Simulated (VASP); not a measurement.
# CaO (Pm-3m) in VASP: further runs

The runs below take CaO through single point, relaxation of cell and atoms, with PBE.

All numbers are computed with VASP 6.6.1; they aren't measurements. Logs are shortened: lines on timing, memory, paths and dates and some standing lists are left out, and cuts for length are marked.

**1. The cell of the first run**

The structure is cubic, space group Pm-3m (No. 221). The conventional cell has a = 2.936 Å, b = 2.936 Å, c = 2.936 Å, α = 90.00°, β = 90.00°, γ = 90.00°. Within 3.4 Å of Ca (site symmetry m-3m) lie 8 O at 2.54 Å and 6 Ca at 2.94 Å. Within 3.4 Å of O (site symmetry m-3m) lie 8 Ca at 2.54 Å and 6 O at 2.94 Å.

**2. Single point, PBE**

INCAR

```
SYSTEM = CaO
  ALGO = Normal
  EDIFF = 1E-7
  ENCUT = 520
  GGA = PE
  ISIF = 2
  ISMEAR = 0
  LASPH = .TRUE.
  LCHARG = .FALSE.
  LREAL = .FALSE.
  LWAVE = .FALSE.
  NBANDS = 15
  NELM = 60
  PREC = Accurate
  SIGMA = 0.1
```

KPOINTS

```
k-points
0
G
  6 6 6
  0 0 0
```

POSCAR

```
CaO
1.0
    2.9357013758      0.0000000000      0.0000000000
    0.0000000000      2.9357013758      0.0000000000
    0.0000000000      0.0000000000      2.9357013758
Ca O
1 1
Direct
    0.5000000000      0.5000000000      0.5000000000
    0.0000000000      0.0000000000      0.0000000000
```

Potentials or basis: VASP PAW PBE potentials, release 64 (Ca_sv, O).

The run is started by

```sh
$ cat potpaw_PBE.64/Ca_sv/POTCAR potpaw_PBE.64/O/POTCAR > POTCAR
$ mpirun -np 1 vasp_std > vasp.out
```

OUTCAR:

```text
SYSTEM = CaO
   EDIFF = 1E-7
   ENCUT = 520
   GGA = PE
   ISIF = 2
   ISMEAR = 0
   LASPH = .TRUE.
   LREAL = .FALSE.
   NELM = 60
   PREC = Accurate

 ion  position               nearest neighbor table
   1  0.500  0.500  0.500-   2 2.54   2 2.54   2 2.54   2 2.54   2 2.54   2 2.54   2 2.54   2 2.54

   2  0.000  0.000  0.000-   1 2.54   1 2.54   1 2.54   1 2.54   1 2.54   1 2.54   1 2.54   1 2.54

  LATTYP: Found a simple cubic cell.
 ALAT       =     2.9357013758

  Lattice vectors:

 A1 = (   2.9357013758,   0.0000000000,   0.0000000000)
 A2 = (   0.0000000000,   2.9357013758,   0.0000000000)
 A3 = (   0.0000000000,   0.0000000000,   2.9357013758)

Analysis of symmetry for initial positions (statically):
=====================================================================
 Subroutine PRICEL returns:
 Original cell was already a primitive cell.

 Routine SETGRP: Setting up the symmetry group for a
 simple cubic supercell.

 Subroutine GETGRP returns: Found 48 space group operations
 (whereof 48 operations were pure point group operations)
 out of a pool of 48 trial point group operations.

The static configuration has the point symmetry O_h .

Analysis of symmetry for dynamics (positions and initial velocities):
=====================================================================
 Subroutine PRICEL returns:
 Original cell was already a primitive cell.

 Routine SETGRP: Setting up the symmetry group for a
 simple cubic supercell.

 Subroutine GETGRP returns: Found 48 space group operations
 (whereof 48 operations were pure point group operations)
 out of a pool of 48 trial point group operations.

The dynamic configuration has the point symmetry O_h .

 Subroutine INISYM returns: Found 48 space group operations
 (whereof 48 operations are pure point group operations),
 and found     1 'primitive' translations

----------------------------------------------------------------------------------------

                                     Primitive cell

  volume of cell :      25.3009

  direct lattice vectors                    reciprocal lattice vectors
     2.935701376  0.000000000  0.000000000     0.340634101  0.000000000  0.000000000
     0.000000000  2.935701376  0.000000000     0.000000000  0.340634101  0.000000000
     0.000000000  0.000000000  2.935701376     0.000000000  0.000000000  0.340634101

  length of vectors
     2.935701376  2.935701376  2.935701376     0.340634101  0.340634101  0.340634101

  position of ions in fractional coordinates (direct lattice)
     0.500000000  0.500000000  0.500000000
     0.000000000  0.000000000  0.000000000

  ion indices of the primitive-cell ions
   primitive index   ion index
                 1           1
                 2           2

----------------------------------------------------------------------------------------

 KPOINTS: k-points

Automatic generation of k-mesh.
 Grid dimensions read from file:
 generate k-points for:    6    6    6

 Generating k-lattice:

  Cartesian coordinates                     Fractional coordinates (reciprocal lattice)
     0.056772350  0.000000000  0.000000000     0.166666667  0.000000000  0.000000000
     0.000000000  0.056772350  0.000000000     0.000000000  0.166666667  0.000000000
     0.000000000  0.000000000  0.056772350     0.000000000  0.000000000  0.166666667

  Length of vectors
     0.056772350  0.056772350  0.056772350

  Shift w.r.t. Gamma in fractional coordinates (k-lattice)
     0.000000000  0.000000000  0.000000000

 Subroutine IBZKPT returns following result:
 ===========================================

 Found     20 irreducible k-points:

 Following reciprocal coordinates:
            Coordinates               Weight
  0.000000  0.000000  0.000000      1.000000
  0.166667  0.000000  0.000000      6.000000
  0.333333  0.000000  0.000000      6.000000
  0.500000  0.000000  0.000000      3.000000
  0.166667  0.166667  0.000000     12.000000
  0.333333  0.166667  0.000000     24.000000
[... 12 lines left out ...]
  0.500000  0.500000  0.333333      6.000000
  0.500000  0.500000  0.500000      1.000000
   k-points           NKPTS =     20   k-points in BZ     NKDIM =     20   number of bands    NBANDS=     15
   number of dos      NEDOS =    301   number of ions     NIONS =      2
   total plane-waves  NPLWV =  13824
   dimension x,y,z NGX =    24 NGY =   24 NGZ =   24
   dimension x,y,z NGXF=    48 NGYF=   48 NGZF=   48
   ions per type =               1   1
   NGX,Y,Z   is equivalent  to a cutoff of  13.59, 13.59, 13.59 a.u.
   NGXF,Y,Z  is equivalent  to a cutoff of  27.18, 27.18, 27.18 a.u.
 SYSTEM =  CaO
   PREC   = accura    normal or accurate (medium, high low for compatibility)
   ISTART =      0    job   : 0-new  1-cont  2-samecut
   ICHARG =      2    charge: 1-file 2-atom 10-const
   ISPIN  =      1    spin polarized calculation?
   LNONCOLLINEAR =      F non collinear calculations
   LSORBIT =      F    spin-orbit coupling
   LASPH  =      T    aspherical Exc in radial PAW
   ENCUT  =  520.0 eV  38.22 Ry    6.18 a.u.   5.46  5.46  5.46*2*pi/ulx,y,z
   NELM   =     60;   NELMIN=  2; NELMDL= -5     # of ELM steps
   EDIFF  = 0.1E-06   stopping-criterion for ELM
   LREAL  =      F    real-space projection
   EDIFFG = 0.1E-05   stopping-criterion for IOM
   NSW    =      0    number of steps for IOM
   IBRION =     -1    ionic relax: 0-MD 1-quasi-New 2-CG
   NFREE  =      0    steps in history (QN), initial steepest desc. (CG)
   ISIF   =      2    stress and relaxation
   ISYM   =      2    0-nonsym 1-usesym 2-fastsym
   POTIM  = 0.5000    time-step for ionic-motion
   TEBEG  =    0.0;   TEEND  =   0.0 temperature during run
   PSTRESS=    0.0 pullay stress
   NELECT =      16.0000    total number of electrons
   NUPDOWN=      -1.0000    fix difference up-down
   EMIN   =  10.00;   EMAX   =-10.00  energy-range for DOS
   EFERMI =   0.00;   METHOD = LEGACY
   ISMEAR =     0;   SIGMA  =   0.10  broadening in eV -4-tet -1-fermi 0-gaus
   EFERMI_NEDOS =   21; number of points for ismear=-14 and -15
   IALGO  =     38    algorithm
   IMIX   =      4    mixing-type and parameters
     AMIX     =   0.40;   BMIX     =  1.00
     AMIX_MAG =   1.60;   BMIX_MAG =  1.00
  volume/ion in A,a.u.               =      12.65        85.37
  Fermi-wavevector in a.u.,A,eV,Ry     =   1.405194  2.655432 26.865658  1.974570
  Thomas-Fermi vector in A             =   2.527680
   LORBIT       =      0    0 simple, 1 ext, 2 COOP (PROOUT), +10 PAW based schemes
   GGA     = PE    functional components
   LHFCALC =     F    Hartree Fock is set to
   AEXX    =    0.0000 exact exchange contribution
   IVDW    =     0    specifies the selected vdW correction
   LEPSILON=     F    determine dielectric tensor
   LRPA    =     F    only Hartree local field effects (RPA)
 non-spin polarized calculation
 Gauss-broadening in eV      SIGMA  =   0.10
  energy-cutoff  :      520.00
  volume of cell :       25.30
 maximum number of plane-waves:       696
 NGX is ok and might be reduce to    24
   NGX = 11   NGY = 11   NGZ = 11

 number of electron      15.9999994 magnetization

 Free energy of the ion-electron system (eV)
  ---------------------------------------------------
  ext. energy  EPLUGINS =         0.00000000
  ---------------------------------------------------
  free energy    TOTEN  =       -11.82540361 eV

  energy without entropy =      -11.82540361  energy(sigma->0) =      -11.82540361

 E-fermi :   4.4121     XC(G=0): -11.0897

 val. band max:        3.9576706764   @ k =   0.5000   0.5000   0.0000
 cond. band min:       6.7233872818   @ k =   0.0000   0.0000   0.0000
 fundamental gap:      2.7657166054
 Fermi energy:         4.4120816949

 k-point     1 :       0.0000    0.0000    0.0000
  band No.  band energies     occupation
      1     -35.4236      2.00000
      2     -15.9135      2.00000
      3     -15.9135      2.00000
      4     -15.9135      2.00000
      5     -12.3950      2.00000
      6       3.6488      2.00000
      7       3.6488      2.00000
      8       3.6488      2.00000
      9       6.7234      0.00000
     10       6.7234      0.00000
     11       8.8058      0.00000
     12      12.1980      0.00000
     13      12.1980      0.00000
     14      12.1980      0.00000
     15      22.8334      0.00000

 k-point     2 :       0.1667    0.0000    0.0000
  band No.  band energies     occupation
      1     -35.3865      2.00000
      2     -16.3043      2.00000
      3     -15.8853      2.00000
      4     -15.8853      2.00000
      5     -12.0862      2.00000
      6       2.4874      2.00000
      7       3.5392      2.00000
      8       3.5392      2.00000
      9       6.9337      0.00000
     10       7.8074      0.00000
     11       9.8672      0.00000
     12      12.0892      0.00000
     13      12.0892      0.00000
     14      12.2659      0.00000
     15      21.4357      0.00000

 k-point     3 :       0.3333    0.0000    0.0000
  band No.  band energies     occupation
      1     -35.3111      2.00000
      2     -16.9660      2.00000
      3     -15.8284      2.00000
      4     -15.8284      2.00000
      5     -11.5518      2.00000
      6       0.8965      2.00000
      7       3.3110      2.00000
      8       3.3110      2.00000
      9       7.4071      0.00000
     10       9.8961      0.00000
     11      11.8782      0.00000
     12      11.9425      0.00000
     13      11.9425      0.00000
     14      12.4056      0.00000
     15      19.2785      0.00000
[... 271 lines left out ...]
 k-point    19 :       0.5000    0.5000    0.3333
  band No.  band energies     occupation
      1     -35.0406      2.00000
      2     -16.6402      2.00000
      3     -16.6402      2.00000
      4     -16.3795      2.00000
      5     -11.3661      2.00000
      6       0.9492      2.00000
      7       0.9492      2.00000
      8       1.3003      2.00000
      9      11.1206      0.00000
     10      11.3101      0.00000
     11      11.3101      0.00000
     12      11.3695      0.00000
     13      13.6362      0.00000
     14      16.6878      0.00000
     15      16.6878      0.00000

 k-point    20 :       0.5000    0.5000    0.5000
  band No.  band energies     occupation
      1     -35.0082      2.00000
      2     -16.5907      2.00000
      3     -16.5907      2.00000
      4     -16.5907      2.00000
      5     -11.2337      2.00000
      6       0.6651      2.00000
      7       0.6651      2.00000
      8       0.6651      2.00000
      9      11.6869      0.00000
     10      11.6869      0.00000
     11      11.6869      0.00000
     12      13.6677      0.00000
     13      13.6677      0.00000
     14      16.1638      0.00000
     15      16.1638      0.00000

------------------------ aborting loop because EDIFF is reached ----------------------------------------

  FORCE on cell =-STRESS in cart. coord.  units (eV):
  Direction    XX          YY          ZZ          XY          YZ          ZX
  --------------------------------------------------------------------------------------
  -------------------------------------------------------------------------------------
  Total        0.0641489      0.0641489      0.0641489     -0.0000000      0.0000000      0.0000000
  in kB        4.0622287      4.0622287      4.0622287     -0.0000000      0.0000000      0.0000000
  external PRESSURE =       4.0622287 kB  Pullay stress =       0.0000000 kB

 VOLUME and BASIS-vectors are now :
 -----------------------------------------------------------------------------
  energy-cutoff  :      520.00
  volume of cell :       25.30
      direct lattice vectors                 reciprocal lattice vectors
     2.935701376  0.000000000  0.000000000     0.340634101  0.000000000  0.000000000
     0.000000000  2.935701376  0.000000000     0.000000000  0.340634101  0.000000000
     0.000000000  0.000000000  2.935701376     0.000000000  0.000000000  0.340634101

 POSITION                                       TOTAL-FORCE (eV/Angst)
 -----------------------------------------------------------------------------------
      1.46785      1.46785      1.46785         0.000000      0.000000      0.000000
      0.00000      0.00000      0.00000         0.000000      0.000000      0.000000
 -----------------------------------------------------------------------------------
    total drift:                                0.000000      0.000000     -0.000000

  FREE ENERGIE OF THE ION-ELECTRON SYSTEM (eV)
  ---------------------------------------------------
  free  energy   TOTEN  =       -11.8254036134 eV

  energy  without entropy=      -11.8254036134  energy(sigma->0) =      -11.82540361
```

Run time: 3.5 s. Hardware: 1 thread of Intel Xeon 6975P-C (Granite Rapids), shared host; peak memory 0.14 GiB.

What came out:

| Property | Result |
| --- | --- |
| Free energy | -11.8254 eV |
| Pressure | 0.4 GPa |
| Band gap on the k mesh | 2.77 eV, indirect (least direct gap 3.07 eV) |

**3. Relaxation of cell and atoms, PBE**

This run uses another cell than the first one, of 17.21 Å³/atom, 1.360 times its volume.

INCAR

```
PREC     = Accurate       # precision mode
ENCUT    = 600            # plane-wave cutoff, eV
EDIFF    = 1E-6           # SCF threshold, eV
ISMEAR   = 0              # smearing method
SIGMA    = 0.1            # smearing width, eV
LREAL    = False          # projectors in reciprocal space
LASPH    = True           # aspherical terms in the spheres
NELM     = 80             # most SCF steps
ALGO     = Normal         # electronic algorithm
ISIF     = 3              # what is computed and relaxed
LWAVE    = False          # write WAVECAR
LCHARG   = False          # write CHGCAR
GGA      = PE             # functional
IBRION   = 2              # ionic algorithm
NSW      = 90             # ionic steps
EDIFFG   = -0.04          # ionic threshold
```

KPOINTS

```
regular mesh
0
Gamma
  6 6 6
```

POSCAR

```
CaO
1.0
    3.2528547100      0.0000000000      0.0000000000
    0.0000000000      3.2528547100      0.0000000000
    0.0000000000      0.0000000000      3.2528547100
Ca O
1 1
Direct
    0.5000000000      0.5000000000      0.5000000000
    0.0000000000      0.0000000000      0.0000000000
```

Potentials or basis: VASP PAW PBE potentials, release 64 (Ca_sv, O).

The run is started by

```sh
$ cat potpaw_PBE.64/Ca_sv/POTCAR potpaw_PBE.64/O/POTCAR > POTCAR
$ mpirun -np 1 vasp_std > vasp.out
```

OUTCAR:

```text
PREC = Accurate
   ENCUT = 600
   EDIFF = 1E-6
   ISMEAR = 0
   LREAL = False
   LASPH = True
   NELM = 80
   ISIF = 3
   GGA = PE
   IBRION = 2
   NSW = 90
   EDIFFG = -0.04

 ion  position               nearest neighbor table
   1  0.500  0.500  0.500-
   2  0.000  0.000  0.000-

  LATTYP: Found a simple cubic cell.
 ALAT       =     3.2528547100

  Lattice vectors:

 A1 = (   3.2528547100,   0.0000000000,   0.0000000000)
 A2 = (   0.0000000000,   3.2528547100,   0.0000000000)
 A3 = (   0.0000000000,   0.0000000000,   3.2528547100)

Analysis of symmetry for initial positions (statically):
=====================================================================
 Subroutine PRICEL returns:
 Original cell was already a primitive cell.

 Routine SETGRP: Setting up the symmetry group for a
 simple cubic supercell.

[... 178 lines left out ...]
      5     -13.4165      2.00000
      6       1.8514      2.00000
      7       1.8514      2.00000
      8       1.8514      2.00000
      9       4.3187      0.00000
     10       4.8158      0.00000
     11       4.8158      0.00000
     12       8.6672      0.00000
[... 354 lines left out ...]
--------------------------------------- Ionic step        3  -------------------------------------------

 number of electron      15.9999998 magnetization

 Free energy of the ion-electron system (eV)
  ---------------------------------------------------
  ext. energy  EPLUGINS =         0.00000000
  ---------------------------------------------------
  free energy    TOTEN  =       -11.84199847 eV

  energy without entropy =      -11.84199847  energy(sigma->0) =      -11.84199847

 E-fermi :   4.3669     XC(G=0): -11.0654

 val. band max:        3.9213272602   @ k =   0.5000   0.5000   0.0000
 cond. band min:       6.6910418819   @ k =   0.0000   0.0000   0.0000
 fundamental gap:      2.7697146217
 Fermi energy:         4.3669405737

 k-point     1 :       0.0000    0.0000    0.0000
  band No.  band energies     occupation
      1     -35.4694      2.00000
      2     -15.9660      2.00000
      3     -15.9660      2.00000
      4     -15.9660      2.00000
      5     -12.4139      2.00000
      6       3.6118      2.00000
      7       3.6118      2.00000
      8       3.6118      2.00000
      9       6.6910      0.00000
     10       6.6910      0.00000
     11       8.7187      0.00000
     12      12.1367      0.00000
[... 312 lines left out ...]
  FREE ENERGIE OF THE ION-ELECTRON SYSTEM (eV)
  ---------------------------------------------------
  free  energy   TOTEN  =       -11.8419984700 eV

  energy  without entropy=      -11.8419984700  energy(sigma->0) =      -11.84199847

 reached required accuracy - stopping structural energy minimisation
```

It took 12 s on 1 thread of Intel Xeon 6975P-C (Granite Rapids), shared host; peak memory 0.17 GiB.

What came out:

```yaml
Free_energy: -11.8420 eV
Relaxed_volume: 12.71 Å³/atom
Relaxed_cell: a = 2.940 Å, b = 2.940 Å, c = 2.940 Å, α = 90.00°, β = 90.00°, γ = 90.00°
Space_group_after_relaxing_to_0.05_Å: Pm-3m (No. 221)
Energy_gained_by_relaxing: 314.2 meV/atom
Ionic_steps: 3
Pressure_after_relaxing: -0.2 GPa
Band_gap_on_the_k_mesh: 2.77 eV, indirect (least direct gap 3.08 eV)
```

The path:
```tsv
step	energy change (eV)	largest force (eV/Å)	pressure (GPa)	volume (Å³)
1	0.0000	0.0000	-17.05	34.42
2	-0.6222	0.0000	-2.75	26.08
3	-0.6283	0.0000	-0.15	25.42
```

Final structure:
```xyz
2
Lattice="2.9403 0.0000 0.0000 0.0000 2.9403 0.0000 0.0000 0.0000 2.9403" Properties=species:S:1:pos:R:3 pbc="T T T"
Ca    1.4702    1.4702    1.4702
O     0.0000    0.0000    0.0000
```

Caveat: the volume moved by over 15 % at a fixed basis, so the end points are rough. A k mesh can miss the band edges.
